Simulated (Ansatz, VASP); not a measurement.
One calculation of AgCl, two programs

The input INCAR:

```
SYSTEM = AgCl
  PREC = Accurate
  ENCUT = 630
  EDIFF = 1E-6
  ISMEAR = -1
  SIGMA = 0.02
  LREAL = .False.
  LASPH = .True.
  NELM = 120
  ALGO = Normal
  ISIF = 2
  LWAVE = .False.
  LCHARG = .False.
  GGA = PE
  NBANDS = 20
  GGA_COMPAT = .False.
```

KPOINTS

```
regular mesh
0
Gamma
  8 8 8
  0 0 0
```

POSCAR

```
AgCl
1.0
    3.3955880419     -0.0419355123      0.0000000000
   -0.0419355123      3.3955880419      0.0000000000
    0.0000000000      0.0000000000      3.3955880419
Ag Cl
1 1
Direct
    0.0000000000      0.0000000000      0.0000000000
    0.5000000000      0.5000000000      0.5000000000
```

Input for Ansatz:

```yaml
crystal:
  lattice:
    - [3.3955880419, -0.0419355123, 0.0]
    - [-0.0419355123, 3.3955880419, 0.0]
    - [0.0, 0.0, 3.3955880419]
  atoms:
    - { symbol: Ag, position: [0.0, 0.0, 0.0] }
    - { symbol: Cl, position: [0.5, 0.5, 0.5] }
kpoints:
  mp_grid: { grid: [8, 8, 8] }
  band_path:
    path:
      - [0.0, 0.0, 0.0]
      - [0.0, 0.5, 0.0]
      - [0.5, 0.5, 0.0]
      - [0.5, 0.5, 0.5]
      - [0.0, 0.0, 0.5]
    npoints: 1
hamiltonian:
  xc: pbe
scf:
  occupations: { method: fermi_dirac, width: 0.02 }
  n_extra_bands: 4
output:
  forces: true
  stress: true
  eigenvalues: true
```

Change from the starting cell: shear_xy strain -2.5%.

Alike in both runs: task single point; functional PBE; k mesh 8 × 8 × 8; occupations fermi-dirac, width 0.02 eV; no spin polarisation.

|  | VASP | Ansatz |
| --- | --- | --- |
| version | VASP 6.6.1 | Ansatz 0.2.0 |
| potentials or method | VASP PAW PBE potentials, release 64 (Ag_sv_GW, Cl) | plane waves, PAW |
| plane-wave cutoff (eV) | 630 | 420 |
| valence electrons in the cell | 26 | 26 |

```csv
,VASP,Ansatz,Ansatz less VASP
pressure (GPa),1.5,1.6,+0.13
"traceless stress, the component that is largest in VASP (GPa)",-0.27,-0.27,+0.004
```

The functional is the same, so the differences come from potentials, cutoffs and numerics.
